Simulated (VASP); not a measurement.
# S (Fm-3m) in VASP: a series of runs, part 3 of 3

VASP 6.6.1. Earlier steps stand in the parts before.

## Step 5: Relaxation of cell and atoms, PBE, target pressure 390 GPa, at which the enthalpy is minimised

File INCAR:

```
SYSTEM = S
  PREC = Accurate
  ENCUT = 600
  EDIFF = 1E-7
  ISMEAR = -1
  SIGMA = 0.05
  LREAL = .FALSE.
  LASPH = .TRUE.
  NELM = 80
  ALGO = Normal
  ISIF = 3
  LWAVE = .FALSE.
  LCHARG = .FALSE.
  GGA = PE
  IBRION = 2
  NSW = 32
  EDIFFG = -0.005
  PSTRESS = 3900.0
```

File KPOINTS:

```
regular mesh
0
G
  22 22 22
  0 0 0
```

File POSCAR:

```
S
1.0
    0.0000000000      1.4895471656      1.4895471656
    1.4895471656      0.0000000000      1.4895471656
    1.4895471656      1.4895471656      0.0000000000
S
1
Direct
    0.0000000000      0.0000000000      0.0000000000
```

Potentials or basis: VASP PAW PBE potentials, release 64 (S).

On the command line:

```
$ cat potpaw_PBE.64/S/POTCAR > POTCAR
$ mpirun -np 1 vasp_std > vasp.out
```

OUTCAR:

```text
SYSTEM = S
   PREC = Accurate
   ENCUT = 600
   EDIFF = 1E-7
   ISMEAR = -1
   LREAL = .FALSE.
   LASPH = .TRUE.
   NELM = 80
   ISIF = 3
   GGA = PE
   IBRION = 2
   NSW = 32
   EDIFFG = -0.005
   PSTRESS = 3900.0

 ion  position               nearest neighbor table
   1  0.000  0.000  0.000-

  LATTYP: Found a face centered cubic cell.
 ALAT       =     2.9790943312

  Lattice vectors:

 A1 = (   0.0000000000,   1.4895471656,   1.4895471656)
 A2 = (   1.4895471656,   0.0000000000,   1.4895471656)
 A3 = (   1.4895471656,   1.4895471656,   0.0000000000)

Analysis of symmetry for initial positions (statically):
=====================================================================
[... 285 lines left out ...]
  ---------------------------------------------------
  ext. energy  EPLUGINS =         0.00000000
  ---------------------------------------------------
  free energy    TOTEN  =         2.67423599 eV

  energy without entropy =        2.67769855  energy(sigma->0) =        2.67596727

 E-fermi :  25.8234     XC(G=0): -15.6724

 val. band max:       25.8174149607   @ k =   0.3182   0.2727   0.0000
 cond. band min:      25.8241290678   @ k =  -0.3182   0.3636   0.0455
 fundamental gap:      0.0067141072
 Fermi energy:        25.8233526772

 k-point     1 :       0.0000    0.0000    0.0000
  band No.  band energies     occupation
      1      -4.4648      2.00000
      2      37.5818      0.00000
      3      37.5818      0.00000
      4      37.5818      0.00000
      5      38.0290      0.00000
      6      38.0290      0.00000
      7      38.0290      0.00000
[... 221 lines left out ...]
 k-point    24 :      -0.4545    0.0455    0.0000
  band No.  band energies     occupation
      1       5.9686      2.00000
      2       8.7414      2.00000
      3      31.6967      0.00000
      4      32.8237      0.00000
      5      36.6738      0.00000
      6      36.9325      0.00000
      7      42.6860      0.00000

 [... further k-points ...]
[... 5 lines left out ...]
  --------------------------------------------------------------------------------------
  -------------------------------------------------------------------------------------
  Total       15.9936646     15.9936646     15.9936646      0.0000000     -0.0000000      0.0000000
  in kB     3899.7951095   3899.7951095   3899.7951095      0.0000000     -0.0000000      0.0000000
  external PRESSURE =      -0.2048905 kB  Pullay stress =    3900.0000000 kB
[... 20 lines left out ...]
  energy  without entropy=        2.6776985452  energy(sigma->0) =        2.67596727

  enthalpy is  TOTEN    =        18.6687408443 eV   P V=       15.9945048537

 reached required accuracy - stopping structural energy minimisation
```

OSZICAR:

```text
N       E                     dE             d eps       ncg     rms          rms(c)
DAV:   1     0.118268923328E+02    0.11827E+02   -0.40156E+03  5229   0.885E+02
DAV:   2     0.262694063391E+01   -0.92000E+01   -0.85042E+01  6762   0.861E+01
DAV:   3     0.257160033205E+01   -0.55340E-01   -0.54949E-01  5250   0.755E+00
[... 21 lines left out ...]
DAV:   5     0.267237414601E+01   -0.31657E-07   -0.78200E-06  5201   0.231E-02    0.933E-03
DAV:   6     0.267237415182E+01    0.58139E-08   -0.11699E-08  4606   0.145E-03
   3 F= 0.18668741E+02 E0= 0.18670473E+02  d E =-.849542E-03
       N       E                     dE             d eps       ncg     rms          rms(c)
DAV:   1     0.267423591541E+01    0.18618E-02   -0.47511E-06  4893   0.169E-02    0.937E-03
DAV:   2     0.267423599062E+01    0.75209E-07   -0.47512E-08  3416   0.223E-03
   4 F= 0.18668741E+02 E0= 0.18670472E+02  d E =-.849829E-03
```

CONTCAR:

```text
S
   1.00000000000000
    -0.0000000000000000    1.4866050140059412    1.4866050140059412
     1.4866050140059412   -0.0000000000000000    1.4866050140059412
     1.4866050140059412    1.4866050140059412   -0.0000000000000000
  S
     1
Direct
     1.0000000000000000    1.0000000000000000    0.0000000000000000

  0.00000000E+00  0.00000000E+00  0.00000000E+00
```

Wall time 15 s (1 thread of Intel Xeon 6975P-C (Granite Rapids), shared host); peak memory 0.13 GiB.

Results:

```yaml
Free_energy: 2.6742 eV
Relaxed_volume: 6.57 Å³/atom
Relaxed_cell: a = 2.102 Å, b = 2.102 Å, c = 2.102 Å, α = 60.00°, β = 60.00°, γ = 60.00°
Space_group_after_relaxing_to_0.05_Å: Fm-3m (No. 225)
Energy_change_on_relaxing_the_enthalpy_is_what_falls: +94.3 meV/atom
Ionic_steps: 4
Pressure_after_relaxing: 390.0 GPa
Band_gap_on_the_k_mesh: zero (band 3 reaches 37.58 eV, above the bottom of band 4 at 16.86 eV)
```

Step by step:
```
step  energy change (eV)  largest force (eV/Å)  pressure (GPa)  volume (Å³)
   1              0.0000                0.0000          383.07         6.61
   2              0.6866                0.0000          433.99         6.34
   3              0.0924                0.0000          389.87         6.57
   4              0.0943                0.0000          389.98         6.57
```

Final structure:
```
S
1.0
     0.00000    1.48661    1.48661
     1.48661    0.00000    1.48661
     1.48661    1.48661    0.00000
S
1
Direct
  0.00000 0.00000 0.00000
```

Caveat: the cell is relaxed towards a set pressure, so the enthalpy falls and the energy may rise.

## Step 6: Relaxation of cell and atoms, PBE

This run uses another cell than the first one, of 17.00 Å³/atom, 2.569 times its volume.

File INCAR:

```
ALGO = Normal
EDIFF = 1E-6
EDIFFG = -0.005
ENCUT = 600
GGA = PE
IBRION = 2
ISIF = 3
ISMEAR = -1
LASPH = T
LCHARG = F
LREAL = F
LWAVE = F
NELM = 100
NSW = 60
PREC = Accurate
SIGMA = 0.05
```

File KPOINTS:

```
k-points
0
Gamma
  17 17 17
```

File POSCAR:

```
S
1.0
    0.0000000000      2.0408275510      2.0408275510
    2.0408275510      0.0000000000      2.0408275510
    2.0408275510      2.0408275510      0.0000000000
S
1
Direct
    0.0000000000      0.0000000000      0.0000000000
```

Potentials or basis: VASP PAW PBE potentials, release 64 (S).

On the command line:

```
$ cat potpaw_PBE.64/S/POTCAR > POTCAR
$ mpirun -np 1 vasp_std > vasp.out
```

Wall time 9.6 s (1 thread of Intel Xeon 6975P-C (Granite Rapids), shared host); peak memory 0.14 GiB.

Results (log left out):

* Free energy: -2.8315 eV
* Relaxed volume: 15.85 Å³/atom
* Relaxed cell: a = 2.819 Å, b = 2.819 Å, c = 2.819 Å, α = 60.00°, β = 60.00°, γ = 60.00°
* Space group after relaxing (to 0.05 Å): Fm-3m (No. 225)
* Energy gained by relaxing: 18.0 meV/atom
* Ionic steps: 3
* Pressure after relaxing: 0.0 GPa
* Band gap on the k mesh: zero (band 3 reaches 10.62 eV, above the bottom of band 4 at 5.08 eV)

The path:
| step | energy change (eV) | largest force (eV/Å) | pressure (GPa) | volume (Å³) |
| --- | --- | --- | --- | --- |
| 1 | 0.0000 | 0.0000 | -4.71 | 17.00 |
| 2 | -0.0179 | 0.0000 | 0.24 | 15.80 |
| 3 | -0.0180 | 0.0000 | 0.00 | 15.85 |

Final structure:
```
CELL_PARAMETERS angstrom
0.00000 1.99366 1.99366
1.99366 0.00000 1.99366
1.99366 1.99366 0.00000
ATOMIC_POSITIONS crystal
S 0.00000 0.00000 0.00000
```

Levels at points of the mesh, in eV from the Fermi level:
```tsv
k point	band 1	band 2	band 3	band 4	band 5	band 6	band 7
(0.00, 0.00, 0.00)	-16.68	3.21	3.21	3.21	12.14	12.14	12.14
```

## Step 7: Summary

| task | cell | k mesh | cutoff (eV) | gap on the mesh (eV) | pressure (GPa) |
| --- | --- | --- | --- | --- | --- |
| single point | a = 2.107 Å, angles 60.0°, 1 atom | 22 × 22 × 22 | 520 | none | 382.0 |
| single point | a = 2.821 Å, angles 60.0°, 1 atom | 17 × 17 × 17 | 520 | none | -0.2 |
| relaxation of cell and atoms | relaxed to 390 GPa from a = 2.104 Å, angles 60.0°, 1 atom | 22 × 22 × 22 | 600 | none | 390.0 |
| relaxation of cell and atoms | relaxed to 390 GPa from a = 2.107 Å, angles 60.0°, 1 atom | 22 × 22 × 22 | 600 | none | 390.0 |
| relaxation of cell and atoms | relaxed from a = 2.886 Å, angles 60.0°, 1 atom | 17 × 17 × 17 | 600 | none | 0.0 |

Alike in all rows: level PBE; potentials or basis VASP PAW PBE potentials, release 64 (S); no spin polarisation; smearing fermi-dirac 0.05 eV.

Caveats: the cell is relaxed towards a set pressure, so the enthalpy falls and the energy may rise (some runs).

Absolute energies hang on the potentials; compare differences alone.
